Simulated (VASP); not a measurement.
A run of VASP 6.6.1 is set up as follows.

The input INCAR:

```
SYSTEM = Cu
PREC = Accurate
ENCUT = 600
EDIFF = 1E-6
ISMEAR = 0
SIGMA = 0.05
LREAL = .FALSE.
LASPH = .TRUE.
NELM = 120
ALGO = Normal
ISIF = 2
LWAVE = .FALSE.
LCHARG = .FALSE.
GGA = PE
NBANDS = 12
GGA_COMPAT = .FALSE.
```

File KPOINTS:

```
Automatic mesh
0
G
  10 10 10
  0 0 0
```

The input POSCAR:

```
Cu
1.0
   -1.4413339288      1.4413339288      1.4413339288
    1.4413339288     -1.4413339288      1.4413339288
    1.4413339288      1.4413339288     -1.4413339288
Cu
1
Direct
    0.0000000000      0.0000000000      0.0000000000
```

Potentials or basis: VASP PAW PBE potentials, release 64 (Cu).

Launch:

```bash
$ cat potpaw_PBE.64/Cu/POTCAR > POTCAR
$ mpirun -np 1 vasp_std > vasp.out
```

**Question.** What does it give for the pressure?

**Answer.** 0.7 GPa.
